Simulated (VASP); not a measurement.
**GaN: single point with LDA**

The system is GaN.

```xyz
4
Lattice="3.1675 0.0000 0.0000 -1.5838 2.7431 0.0000 0.0000 0.0000 5.1255" Properties=species:S:1:pos:R:3 pbc="T T T"
Ga    0.0000    1.8288    0.0015
Ga    1.5838    0.9144    2.5643
N     0.0000    1.8288    1.9308
N     1.5838    0.9144    4.4936
```

| Quantity | Value |
| --- | --- |
| Program | VASP 6.6.1 |
| Task | single point |
| Functional | LDA |
| Potentials or basis | VASP PAW LDA potentials, release 64 (Ga_d, N) |
| Cutoff | 520 eV |
| k mesh | 8 × 8 × 5 |
| Occupations | gaussian, width 0.01 eV |
| Spin | no spin polarisation |
| Dipole correction | no |
| Further INCAR settings | ALGO = Normal; EDIFF = 1e-07; NBANDS = 26 |

```yaml
Pressure: -0.4 GPa
Largest_force: 0.083 eV/Å
Band_gap_on_the_k_mesh: 2.11 eV
```

Forces in eV/Å, atoms in the order of the input:
```
Ga   0.000  0.000 -0.083
Ga   0.000  0.000 -0.083
N    0.000  0.000  0.083
N    0.000  0.000  0.083
```

Stress tensor (GPa, compression positive):
```
-1.41  0.00  0.00
 0.00 -1.41  0.00
 0.00  0.00  1.64
```

Levels at points of the mesh, in eV from the valence-band top:
```tsv
k point	band 16	band 17	band 18	band 19	band 20	band 21
(0.00, 0.00, 0.00)	-0.03	0.00	0.00	2.11	4.27	9.24
(0.50, 0.00, 0.00)	-2.88	-2.32	-1.02	4.94	5.64	6.03
```

Wall time 14 s on 1 thread of Intel(R) Xeon(R) 6975P-C (Granite Rapids) (shared host), peak memory 0.15 GiB.
